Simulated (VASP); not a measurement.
# MgO (Fm-3m) in VASP: a series of runs

MgO is run at these levels: PBE, LDA, PBEsol, r2SCAN; tasks: electric field gradients.

Everything below comes from runs of VASP 6.6.1. Logs are shortened: lines on timing, memory, paths and dates and some standing lists are left out, and cuts for length are marked.

## 1. The cell of the first run

Symmetry: Fm-3m, No. 225, cubic system. The conventional cell has a = 4.037 Å, b = 4.037 Å, c = 4.037 Å, α = 90.00°, β = 90.00°, γ = 90.00°. Mg (site symmetry m-3m) has 6 O at 2.02 Å within 2.7 Å. O (site symmetry m-3m) has 6 Mg at 2.02 Å within 2.7 Å.

## 2. Electric field gradients, PBE

Contents of INCAR:

```
SYSTEM = MgO
ALGO = Normal
EDIFF = 1E-8
ENCUT = 520
GGA = PE
GGA_COMPAT = .False.
ISIF = 2
ISMEAR = -1
LASPH = .True.
LCHARG = .False.
LEFG = .True.
LREAL = .False.
LWAVE = .False.
NBANDS = 11
NELM = 120
PREC = Accurate
SIGMA = 0.02
```

Contents of KPOINTS:

```
k-points
0
Gamma
  13 13 13
  0 0 0
```

Contents of POSCAR:

```
MgO
1.0
    0.0000000000      2.0185000000      2.0185000000
    2.0185000000      0.0000000000      2.0185000000
    2.0185000000      2.0185000000      0.0000000000
Mg O
1 1
Direct
    0.0000000000      0.0000000000      0.0000000000
    0.5000000000      0.5000000000      0.5000000000
```

Potentials or basis: VASP PAW PBE potentials, release 64 (Mg, O).

On the command line:

```
$ cat potpaw_PBE.64/Mg/POTCAR potpaw_PBE.64/O/POTCAR > POTCAR
$ mpirun -np 1 vasp_std > vasp.out
```

OUTCAR:

```text
SYSTEM = MgO
   EDIFF = 1E-8
   ENCUT = 520
   GGA = PE
   ISIF = 2
   ISMEAR = -1
   LASPH = .True.
   LREAL = .False.
   NELM = 120
   PREC = Accurate

 ion  position               nearest neighbor table
   1  0.000  0.000  0.000-   2 2.02   2 2.02   2 2.02   2 2.02   2 2.02   2 2.02
   2  0.500  0.500  0.500-   1 2.02   1 2.02   1 2.02   1 2.02   1 2.02   1 2.02

  LATTYP: Found a face centered cubic cell.
 ALAT       =     4.0370000000

  Lattice vectors:

 A1 = (   0.0000000000,   2.0185000000,   2.0185000000)
 A2 = (   2.0185000000,   0.0000000000,   2.0185000000)
 A3 = (   2.0185000000,   2.0185000000,   0.0000000000)

Analysis of symmetry for initial positions (statically):
=====================================================================
 Subroutine PRICEL returns:
 Original cell was already a primitive cell.

 Routine SETGRP: Setting up the symmetry group for a
 face centered cubic supercell.

 Subroutine GETGRP returns: Found 48 space group operations
 (whereof 48 operations were pure point group operations)
 out of a pool of 48 trial point group operations.

The static configuration has the point symmetry O_h .

Analysis of symmetry for dynamics (positions and initial velocities):
=====================================================================
 Subroutine PRICEL returns:
 Original cell was already a primitive cell.

 Routine SETGRP: Setting up the symmetry group for a
 face centered cubic supercell.

 Subroutine GETGRP returns: Found 48 space group operations
 (whereof 48 operations were pure point group operations)
 out of a pool of 48 trial point group operations.

The dynamic configuration has the point symmetry O_h .

 Subroutine INISYM returns: Found 48 space group operations
 (whereof 48 operations are pure point group operations),
 and found     1 'primitive' translations

----------------------------------------------------------------------------------------

                                     Primitive cell

  volume of cell :      16.4481

  direct lattice vectors                    reciprocal lattice vectors
     0.000000000  2.018500000  2.018500000    -0.247708695  0.247708695  0.247708695
     2.018500000  0.000000000  2.018500000     0.247708695 -0.247708695  0.247708695
     2.018500000  2.018500000  0.000000000     0.247708695  0.247708695 -0.247708695

  length of vectors
     2.854590076  2.854590076  2.854590076     0.429044044  0.429044044  0.429044044

  position of ions in fractional coordinates (direct lattice)
     0.000000000  0.000000000  0.000000000
     0.500000000  0.500000000  0.500000000

  ion indices of the primitive-cell ions
   primitive index   ion index
                 1           1
                 2           2

----------------------------------------------------------------------------------------

 KPOINTS: k-points

Automatic generation of k-mesh.
 Grid dimensions read from file:
 generate k-points for:   13   13   13

 Generating k-lattice:

  Cartesian coordinates                     Fractional coordinates (reciprocal lattice)
    -0.019054515  0.019054515  0.019054515     0.076923077  0.000000000  0.000000000
     0.019054515 -0.019054515  0.019054515     0.000000000  0.076923077  0.000000000
     0.019054515  0.019054515 -0.019054515     0.000000000  0.000000000  0.076923077

  Length of vectors
     0.033003388  0.033003388  0.033003388

  Shift w.r.t. Gamma in fractional coordinates (k-lattice)
     0.000000000  0.000000000  0.000000000

 Subroutine IBZKPT returns following result:
 ===========================================

 Found     84 irreducible k-points:

 Following reciprocal coordinates:
            Coordinates               Weight
  0.000000  0.000000  0.000000      1.000000
  0.076923  0.000000  0.000000      8.000000
  0.153846  0.000000  0.000000      8.000000
  0.230769  0.000000  0.000000      8.000000
  0.307692  0.000000  0.000000      8.000000
  0.384615  0.000000  0.000000      8.000000
[... 16 lines left out ...]
  0.384615  0.153846  0.000000     24.000000
  0.461538  0.153846  0.000000     24.000000
 [... further k-points ...]
   k-points           NKPTS =     84   k-points in BZ     NKDIM =     84   number of bands    NBANDS=     11
   number of dos      NEDOS =    301   number of ions     NIONS =      2
   total plane-waves  NPLWV =  13824
   dimension x,y,z NGX =    24 NGY =   24 NGZ =   24
   dimension x,y,z NGXF=    48 NGYF=   48 NGZF=   48
   ions per type =               1   1
   NGX,Y,Z   is equivalent  to a cutoff of  13.98, 13.98, 13.98 a.u.
   NGXF,Y,Z  is equivalent  to a cutoff of  27.95, 27.95, 27.95 a.u.
 SYSTEM =  MgO
   PREC   = accura    normal or accurate (medium, high low for compatibility)
   ISTART =      0    job   : 0-new  1-cont  2-samecut
   ICHARG =      2    charge: 1-file 2-atom 10-const
   ISPIN  =      1    spin polarized calculation?
   LNONCOLLINEAR =      F non collinear calculations
   LSORBIT =      F    spin-orbit coupling
   LASPH  =      T    aspherical Exc in radial PAW
   ENCUT  =  520.0 eV  38.22 Ry    6.18 a.u.   5.31  5.31  5.31*2*pi/ulx,y,z
   NELM   =    120;   NELMIN=  2; NELMDL= -5     # of ELM steps
   EDIFF  = 0.1E-07   stopping-criterion for ELM
   LREAL  =      F    real-space projection
   EDIFFG = 0.1E-06   stopping-criterion for IOM
   NSW    =      0    number of steps for IOM
   IBRION =     -1    ionic relax: 0-MD 1-quasi-New 2-CG
   NFREE  =      0    steps in history (QN), initial steepest desc. (CG)
   ISIF   =      2    stress and relaxation
   ISYM   =      2    0-nonsym 1-usesym 2-fastsym
   POTIM  = 0.5000    time-step for ionic-motion
   TEBEG  =    0.0;   TEEND  =   0.0 temperature during run
   PSTRESS=    0.0 pullay stress
   NELECT =       8.0000    total number of electrons
   NUPDOWN=      -1.0000    fix difference up-down
   EMIN   =  10.00;   EMAX   =-10.00  energy-range for DOS
   EFERMI =   0.00;   METHOD = LEGACY
   ISMEAR =    -1;   SIGMA  =   0.02  broadening in eV -4-tet -1-fermi 0-gaus
   EFERMI_NEDOS =   21; number of points for ismear=-14 and -15
   IALGO  =     38    algorithm
   IMIX   =      4    mixing-type and parameters
     AMIX     =   0.40;   BMIX     =  1.00
     AMIX_MAG =   1.60;   BMIX_MAG =  1.00
  volume/ion in A,a.u.               =       8.22        55.50
  Fermi-wavevector in a.u.,A,eV,Ry     =   1.287457  2.432941 22.552277  1.657546
  Thomas-Fermi vector in A             =   2.419470
   LORBIT       =      0    0 simple, 1 ext, 2 COOP (PROOUT), +10 PAW based schemes
   GGA     = PE    functional components
   LHFCALC =     F    Hartree Fock is set to
   AEXX    =    0.0000 exact exchange contribution
   IVDW    =     0    specifies the selected vdW correction
   LEPSILON=     F    determine dielectric tensor
   LRPA    =     F    only Hartree local field effects (RPA)
 non-spin polarized calculation
  energy-cutoff  :      520.00
  volume of cell :       16.45
 maximum number of plane-waves:       459
 NGX is ok and might be reduce to    24
   NGX = 11   NGY = 11   NGZ = 11

 number of electron       7.9999999 magnetization

 Free energy of the ion-electron system (eV)
  ---------------------------------------------------
  ext. energy  EPLUGINS =         0.00000000
  ---------------------------------------------------
  free energy    TOTEN  =       -11.67343826 eV

  energy without entropy =      -11.67343826  energy(sigma->0) =      -11.67343826

 E-fermi :   4.7111     XC(G=0): -11.6983

 val. band max:        4.2128488567   @ k =   0.0000   0.0000   0.0000
 cond. band min:      10.2823901191   @ k =   0.0000   0.0000   0.0000
 fundamental gap:      6.0695412624
 Fermi energy:         4.7110627006

 k-point     1 :       0.0000    0.0000    0.0000
  band No.  band energies     occupation
      1     -13.7563      2.00000
      2       4.2128      2.00000
      3       4.2128      2.00000
      4       4.2128      2.00000
      5      10.2824      0.00000
      6      20.7265      0.00000
      7      20.7265      0.00000
      8      20.7265      0.00000
      9      24.9943      0.00000
     10      26.9253      0.00000
     11      26.9253      0.00000
[... 309 lines left out ...]
 k-point    24 :       0.4615    0.1538    0.0000
  band No.  band energies     occupation
      1     -12.1558      2.00000
      2      -0.3747      2.00000
      3       2.7361      2.00000
      4       3.2390      2.00000
      5      13.9706      0.00000
      6      17.5012      0.00000
      7      20.1871      0.00000
      8      22.6337      0.00000
      9      25.6544      0.00000
     10      29.2120      0.00000
     11      30.3568      0.00000

 [... further k-points ...]

------------------------ aborting loop because EDIFF is reached ----------------------------------------

  FORCE on cell =-STRESS in cart. coord.  units (eV):
  Direction    XX          YY          ZZ          XY          YZ          ZX
  --------------------------------------------------------------------------------------
  -------------------------------------------------------------------------------------
  Total        3.2583660      3.2583660      3.2583660      0.0000000     -0.0000000     -0.0000000
  in kB      317.3906935    317.3906935    317.3906935      0.0000000     -0.0000000     -0.0000000
  external PRESSURE =     317.3906935 kB  Pullay stress =       0.0000000 kB

 VOLUME and BASIS-vectors are now :
 -----------------------------------------------------------------------------
  energy-cutoff  :      520.00
  volume of cell :       16.45
      direct lattice vectors                 reciprocal lattice vectors
     0.000000000  2.018500000  2.018500000    -0.247708695  0.247708695  0.247708695
     2.018500000  0.000000000  2.018500000     0.247708695 -0.247708695  0.247708695
     2.018500000  2.018500000  0.000000000     0.247708695  0.247708695 -0.247708695

 POSITION                                       TOTAL-FORCE (eV/Angst)
 -----------------------------------------------------------------------------------
      0.00000      0.00000      0.00000         0.000000      0.000000      0.000000
      2.01850      2.01850      2.01850         0.000000      0.000000      0.000000
 -----------------------------------------------------------------------------------
    total drift:                               -0.000000     -0.000000      0.000000

  FREE ENERGIE OF THE ION-ELECTRON SYSTEM (eV)
  ---------------------------------------------------
  free  energy   TOTEN  =       -11.6734382564 eV

  energy  without entropy=      -11.6734382564  energy(sigma->0) =      -11.67343826

 Electric field gradients (V/A^2)
---------------------------------------------------------------------
 ion       V_xx      V_yy      V_zz      V_xy      V_xz      V_yz
---------------------------------------------------------------------
   1      -0.000    -0.000    -0.000    -0.000    -0.000    -0.000
   2      -0.000     0.000     0.000     0.000     0.000     0.000
---------------------------------------------------------------------

 Electric field gradients after diagonalization (V/A^2)
 (convention: |V_zz| > |V_xx| > |V_yy|)
----------------------------------------------------------------------
 ion       V_xx      V_yy      V_zz     asymmetry (V_yy - V_xx)/ V_zz
----------------------------------------------------------------------
   1       0.000     0.000    -0.000       0.000
   2      -0.000    -0.000     0.001       0.000
----------------------------------------------------------------------

           NMR quadrupolar parameters

 Cq : quadrupolar parameter    Cq=e*Q*V_zz/h
 eta: asymmetry parameters     (V_yy - V_xx)/ V_zz
 Q  : nuclear electric quadrupole moment in mb (millibarn)
----------------------------------------------------------------------
 ion       Cq(MHz)       eta       Q (mb)
----------------------------------------------------------------------
   1      -0.000       0.000       1.000
   2       0.000       0.000       1.000
----------------------------------------------------------------------
```

Wall time 6.2 s (1 thread of Intel Xeon 6975P-C (Granite Rapids), shared host); peak memory 0.15 GiB.

Results:

```
Free energy                             : -11.6734 eV
Pressure                                : 31.7 GPa
Band gap on the k mesh                  : 6.07 eV
Largest electric field gradient by atom : zero within the noise of the run
```

Caveat: the cell stands under pressure; an odd mesh through Γ misses points on the zone boundary, where band edges can lie.

## 3. Electric field gradients, LDA

Contents of INCAR:

```
  PREC = Accurate
  ENCUT = 520
  EDIFF = 1E-8
  ISMEAR = -1
  SIGMA = 0.02
  LREAL = False
  LASPH = True
  NELM = 120
  ALGO = Normal
  ISIF = 2
  LWAVE = False
  LCHARG = False
  LEFG = True
  NBANDS = 11
  GGA_COMPAT = False
```

Contents of KPOINTS:

```
regular mesh
0
Gamma
  13 13 13
```

POSCAR is that of step 2.

Potentials or basis: VASP PAW LDA potentials, release 64 (Mg, O).

On the command line:

```
$ cat potpaw_LDA.64/Mg/POTCAR potpaw_LDA.64/O/POTCAR > POTCAR
$ mpirun -np 1 vasp_std > vasp.out
```

OUTCAR:

```text
PREC = Accurate
   ENCUT = 520
   EDIFF = 1E-8
   ISMEAR = -1
   LREAL = False
   LASPH = True
   NELM = 120
   ISIF = 2

 ion  position               nearest neighbor table
   1  0.000  0.000  0.000-   2 2.02   2 2.02   2 2.02   2 2.02   2 2.02   2 2.02
   2  0.500  0.500  0.500-   1 2.02   1 2.02   1 2.02   1 2.02   1 2.02   1 2.02

  LATTYP: Found a face centered cubic cell.
 ALAT       =     4.0370000000

  Lattice vectors:

 A1 = (   0.0000000000,   2.0185000000,   2.0185000000)
 A2 = (   2.0185000000,   0.0000000000,   2.0185000000)
 A3 = (   2.0185000000,   2.0185000000,   0.0000000000)

Analysis of symmetry for initial positions (statically):
=====================================================================
 Subroutine PRICEL returns:
 Original cell was already a primitive cell.

 Routine SETGRP: Setting up the symmetry group for a
 face centered cubic supercell.

 Subroutine GETGRP returns: Found 48 space group operations
 (whereof 48 operations were pure point group operations)
 out of a pool of 48 trial point group operations.

The static configuration has the point symmetry O_h .

Analysis of symmetry for dynamics (positions and initial velocities):
=====================================================================
 Subroutine PRICEL returns:
 Original cell was already a primitive cell.

 Routine SETGRP: Setting up the symmetry group for a
 face centered cubic supercell.

 Subroutine GETGRP returns: Found 48 space group operations
 (whereof 48 operations were pure point group operations)
 out of a pool of 48 trial point group operations.

The dynamic configuration has the point symmetry O_h .

[... 479 lines left out ...]
      3       2.4112      2.00000
      4       2.9252      2.00000
      5      13.4970      0.00000
      6      16.9855      0.00000
      7      19.5677      0.00000
      8      22.0070      0.00000
      9      25.0235      0.00000
     10      28.5378      0.00000
     11      29.6633      0.00000

 [... further k-points ...]

------------------------ aborting loop because EDIFF is reached ----------------------------------------

  FORCE on cell =-STRESS in cart. coord.  units (eV):
  Direction    XX          YY          ZZ          XY          YZ          ZX
  --------------------------------------------------------------------------------------
  -------------------------------------------------------------------------------------
  Total        1.7319312      1.7319312      1.7319312      0.0000000     -0.0000000      0.0000000
  in kB      168.7038354    168.7038354    168.7038354      0.0000000     -0.0000000      0.0000000
  external PRESSURE =     168.7038354 kB  Pullay stress =       0.0000000 kB

 VOLUME and BASIS-vectors are now :
 -----------------------------------------------------------------------------
  energy-cutoff  :      520.00
  volume of cell :       16.45
      direct lattice vectors                 reciprocal lattice vectors
     0.000000000  2.018500000  2.018500000    -0.247708695  0.247708695  0.247708695
     2.018500000  0.000000000  2.018500000     0.247708695 -0.247708695  0.247708695
     2.018500000  2.018500000  0.000000000     0.247708695  0.247708695 -0.247708695

 POSITION                                       TOTAL-FORCE (eV/Angst)
 -----------------------------------------------------------------------------------
      0.00000      0.00000      0.00000         0.000000      0.000000      0.000000
      2.01850      2.01850      2.01850        -0.000000     -0.000000      0.000000
 -----------------------------------------------------------------------------------
    total drift:                               -0.000000     -0.000000      0.000000

  FREE ENERGIE OF THE ION-ELECTRON SYSTEM (eV)
  ---------------------------------------------------
  free  energy   TOTEN  =       -13.3763269742 eV

  energy  without entropy=      -13.3763269742  energy(sigma->0) =      -13.37632697

 Electric field gradients (V/A^2)
---------------------------------------------------------------------
 ion       V_xx      V_yy      V_zz      V_xy      V_xz      V_yz
---------------------------------------------------------------------
   1      -0.000     0.000    -0.000    -0.000    -0.000    -0.000
   2      -0.000    -0.000     0.000     0.000     0.000     0.000
---------------------------------------------------------------------

 Electric field gradients after diagonalization (V/A^2)
 (convention: |V_zz| > |V_xx| > |V_yy|)
----------------------------------------------------------------------
 ion       V_xx      V_yy      V_zz     asymmetry (V_yy - V_xx)/ V_zz
----------------------------------------------------------------------
   1       0.000     0.000    -0.000       0.000
   2      -0.000    -0.000     0.001       0.000
----------------------------------------------------------------------

           NMR quadrupolar parameters

 Cq : quadrupolar parameter    Cq=e*Q*V_zz/h
 eta: asymmetry parameters     (V_yy - V_xx)/ V_zz
 Q  : nuclear electric quadrupole moment in mb (millibarn)
----------------------------------------------------------------------
 ion       Cq(MHz)       eta       Q (mb)
----------------------------------------------------------------------
   1      -0.000       0.000       1.000
   2       0.000       0.000       1.000
----------------------------------------------------------------------
```

OSZICAR:

```text
N       E                     dE             d eps       ncg     rms          rms(c)
DAV:   1     0.102628232117E+02    0.10263E+02   -0.48955E+03  2160   0.662E+02
DAV:   2    -0.145804549227E+02   -0.24843E+02   -0.24261E+02  2162   0.137E+02
DAV:   3    -0.150119290610E+02   -0.43147E+00   -0.43117E+00  2217   0.151E+01
DAV:   4    -0.150127537746E+02   -0.82471E-03   -0.82470E-03  2010   0.765E-01
DAV:   5    -0.150127560087E+02   -0.22341E-05   -0.22340E-05  2166   0.366E-02    0.725E+00
DAV:   6    -0.134358041102E+02    0.15770E+01   -0.81133E+00  1905   0.162E+01    0.207E+00
DAV:   7    -0.133996572278E+02    0.36147E-01   -0.50607E-02  2073   0.197E+00    0.127E+00
DAV:   8    -0.133766291272E+02    0.23028E-01   -0.20582E-02  1938   0.153E+00    0.184E-01
DAV:   9    -0.133764092997E+02    0.21983E-03   -0.28708E-04  2163   0.125E-01    0.109E-01
DAV:  10    -0.133763273985E+02    0.81901E-04   -0.22083E-04  2001   0.121E-01    0.521E-03
DAV:  11    -0.133763269707E+02    0.42776E-06   -0.34625E-06  2124   0.113E-02    0.218E-03
DAV:  12    -0.133763269742E+02   -0.34742E-08   -0.30249E-08  2049   0.159E-03
   1 F= -.13376327E+02 E0= -.13376327E+02  d E =-.147707E-13
```

stdout:

```text
POSCAR found type information on POSCAR MgO
 POSCAR found :  2 types and       2 ions
 scaLAPACK will be used
 LDA part: xc-table for (Slater(with rela. corr.)+CA(PZ))
 , standard interpolation
 POSCAR, INCAR and KPOINTS ok, starting setup
 FFT: planning ... GRIDC
 FFT: planning ... GRID_SOFT
 FFT: planning ... GRID
 WAVECAR not read
 entering main loop
ion   1

ion   2
```

Wall time 5.1 s (1 thread of Intel Xeon 6975P-C (Granite Rapids), shared host); peak memory 0.14 GiB.

Results:

| Item | Value |
| --- | --- |
| Free energy | -13.3763 eV |
| Pressure | 16.9 GPa |
| Band gap on the k mesh | 6.00 eV |
| Largest electric field gradient by atom | zero within the noise of the run |

Caveat: the cell stands under pressure; an odd mesh through Γ misses points on the zone boundary, where band edges can lie.

(Continued in part 2 of 2.)
